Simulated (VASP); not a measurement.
A run of VASP 6.6.1 is set up as follows.

The input INCAR:

```
SYSTEM = TiTe2
PREC     = Accurate       ! precision mode
ENCUT    = 600            ! plane-wave cutoff, eV
EDIFF    = 1E-7           ! SCF threshold, eV
ISMEAR   = -1             ! smearing method
SIGMA    = 0.05           ! smearing width, eV
LREAL    = .FALSE.        ! projectors in reciprocal space
LASPH    = .TRUE.         ! aspherical terms in the spheres
NELM     = 80             ! most SCF steps
ALGO     = Normal         ! electronic algorithm
ISIF     = 3              ! what is computed and relaxed
LWAVE    = .FALSE.        ! write WAVECAR
LCHARG   = .FALSE.        ! write CHGCAR
GGA      = RP             ! functional
IBRION   = 2              ! ionic algorithm
NSW      = 60             ! ionic steps
EDIFFG   = -0.01          ! ionic threshold
```

The input KPOINTS:

```
regular mesh
0
G
  8 8 4
  0 0 0
```

POSCAR

```
TiTe2
1.0
    3.7770000000      0.0000000000      0.0000000000
   -1.8885000000      3.2709779501      0.0000000000
    0.0000000000      0.0000000000      6.4980000000
Te Ti
2 1
Direct
    0.3333333333      0.6666666667      0.7372000000
    0.6666666667      0.3333333333      0.2628000000
    0.0000000000      0.0000000000      0.0000000000
```

Potentials or basis: VASP PAW PBE potentials, release 64 (Te, Ti_sv).

Launch:

```console
$ cat potpaw_PBE.64/Te/POTCAR potpaw_PBE.64/Ti_sv/POTCAR > POTCAR
$ mpirun -np 1 vasp_std > vasp.out
```

Question: What does it give for the relaxed volume?

Answer: 36.23 Å³/atom.

Question: Estimate the space group after relaxing (to 0.1 Å).

Answer: P-3m1 (No. 164).

Final structure:
```
Te Ti
1.0
     3.81268    0.00000    0.00000
    -1.90634    3.30187    0.00000
     0.00000    0.00000    8.63277
Te Ti
2 1
Direct
  0.33333 0.66667 0.79849
  0.66667 0.33333 0.20151
  0.00000 0.00000 0.00000
```

Caveat: the volume moved by over 15 % at a fixed basis, so the end points are rough; the PAW data sets were made with another functional, which shifts forces and pressure a little; this functional lacks dispersion, which binds layers or chains, so the pressure and a relaxed spacing across them are unreliable. Zero-point motion and thermal expansion aren't in these numbers.
